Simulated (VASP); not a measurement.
A run of VASP 6.6.1 is set up as follows.

INCAR

```
SYSTEM = Ta4O
  ALGO = Normal
  EDIFF = 1E-6
  ENCUT = 520
  GGA = PE
  ISIF = 2
  ISMEAR = 0
  LASPH = .TRUE.
  LCHARG = .FALSE.
  LREAL = .FALSE.
  LWAVE = .FALSE.
  NBANDS = 33
  NELM = 60
  PREC = Accurate
  SIGMA = 0.15
```

The input KPOINTS:

```
k-points
0
G
  14 14 8
  0 0 0
```

File POSCAR:

```
Ta4O
1.0
    3.3523482562      0.0000000000      0.0000000000
    0.0000000000      3.3523482562      0.0000000000
    0.0000000000      0.0000000000      7.1735250770
Ta O
4 1
Direct
    0.0000000000      0.0000000000      0.5000000000
    0.5000000000      0.5000000000      0.7829127273
    0.5000000000      0.5000000000      0.2170872727
    0.0000000000      0.0000000000      0.0000000000
    0.5000000000      0.5000000000      0.5000000000
```

Potentials or basis: VASP PAW PBE potentials, release 64 (Ta_pv, O).

Command:

```sh
$ cat potpaw_PBE.64/Ta_pv/POTCAR potpaw_PBE.64/O/POTCAR > POTCAR
$ mpirun -np 1 vasp_std > vasp.out
```

Task: Estimate the band gap on the k mesh.

Result: Zero (band 25 reaches 6.66 eV, above the bottom of band 26 at 5.76 eV).

Task: Estimate the pressure.

Result: -3.0 GPa.

Task: What does it give for the largest force?

Result: 0.643 eV/Å.

Forces in eV/Å, atoms in the order of the input:
```
Ta   0.000  0.000  0.000
Ta   0.000  0.000  0.643
Ta   0.000  0.000 -0.643
Ta   0.000  0.000  0.000
O    0.000  0.000  0.000
```

Caveat: the cell differs from its parent crystal (strain +0.030 along x and y, -0.030 along z); spin-orbit coupling is left out, which moves the levels of the heavy elements.
